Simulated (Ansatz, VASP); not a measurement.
# TaRu in VASP and in Ansatz

```
Ta Ru
1.0
     3.12326    0.00000    0.00000
     0.00000    3.12326    0.00000
     0.00000    0.00000    3.18700
Ta Ru
1 1
Direct
  0.50000 0.50000 0.50000
  0.00000 0.00000 0.00000
```

Change from the starting cell: equal xx and yy strain of -2 %, PAW files.

Alike in both runs: task electric field gradients; functional LDA; k mesh 13 × 13 × 13; occupations fermi-dirac, width 0.03 eV; no spin polarisation.

|  | VASP | Ansatz |
| --- | --- | --- |
| version | VASP 6.6.1 | Ansatz 0.2.0 |
| potentials or method | VASP PAW LDA potentials, release 64 (Ta_pv, Ru_pv) | PAW with Ansatz's default frozen-core files, scalar-relativistic |
| plane-wave cutoff (eV) | 400 | 420 |
| valence electrons in the cell | 25 | 29 |

Ansatz gave:

* pressure (GPa): -6.8
* traceless stress, the component that is largest in VASP (GPa): 3.48
* size of Vzz on the site where it differs most (V/Å²): 2.6

Task: Estimate VASP's values.

Result: Pressure (GPa): -6.3; traceless stress, the component that is largest in VASP (GPa): 3.40; size of Vzz on the site where it differs most (V/Å²): 0.6.

LDA's correlation is that of Perdew and Zunger in VASP and of Perdew and Wang (1992) in Ansatz. VASP's potentials hold 25 valence electrons a cell and Ansatz's 29, so a difference there can come from the potentials and not from the codes.

Neither program's run includes spin-orbit coupling.
